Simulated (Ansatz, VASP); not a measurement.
Two plane-wave programs on LiCl

```
CELL_PARAMETERS angstrom
0.62517 2.91239 2.91239
2.91239 0.62517 2.91239
2.91239 2.91239 0.62517
ATOMIC_POSITIONS crystal
Li 0.00000 0.00000 0.00000
Cl 0.50000 0.50000 0.50000
```

Alike in both runs: task single point; functional PBE; k mesh 8 × 8 × 8; occupations gaussian, width 0.05 eV; no spin polarisation.

```csv
,VASP,Ansatz
version,VASP 6.6.1,Ansatz 0.2.0
potentials or method,"VASP PAW PBE potentials, release 64 (Li_sv, Cl), cutoff 520 eV","scalar-relativistic, plane waves, PAW"
valence electrons in the cell,10,10
```

```csv
,VASP,Ansatz,Ansatz less VASP
gap on the k mesh at the Fermi level (eV),3.75,3.73,-0.021
least direct gap on the mesh (eV),3.75,3.73,-0.021
```

Noted on VASP's run: the cutoff is short for stress, so the pressure is rough.
